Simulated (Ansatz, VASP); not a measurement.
One calculation of SiC2, two programs

```xyz
3
Lattice="2.4737 0.0000 0.0000 -1.2368 2.1422 0.0000 0.0000 0.0000 8.4537" Properties=species:S:1:pos:R:3 pbc="T T T"
Si    0.0000    0.0000    0.0000
C     0.0000    1.4282    4.2268
C     1.2368    0.7141    4.2268
```

Alike in both runs: task relaxation of cell and atoms; functional PBE; k mesh 24 × 24 × 6; occupations gaussian, width 0.1 eV; no spin polarisation.

|  | VASP | Ansatz |
| --- | --- | --- |
| version | VASP 6.6.1 | Ansatz 0.2.0 |
| potentials or method | VASP PAW PBE potentials, release 64 (Si, C_h), cutoff 910 eV | scalar-relativistic, plane waves, PAW |
| valence electrons in the cell | 12 | 12 |

|  | VASP | Ansatz | Ansatz less VASP |
| --- | --- | --- | --- |
| gap on the k mesh at the Fermi level, each at its own relaxed structure (eV) | none | none | - |
| relaxed volume (Å³/atom) | 15.08 | 15.90 | +0.820 |
| relaxed cell length with the largest relative difference (Å) | 8.561 | 9.021 | +0.4598 |

A gap of «none» marks a metal or a gap that the smearing closes. One of these differences is far larger than is usual between the two programs; its cause wasn't traced.

Noted on VASP's run: the cutoff is short for stress, so the pressure is rough.
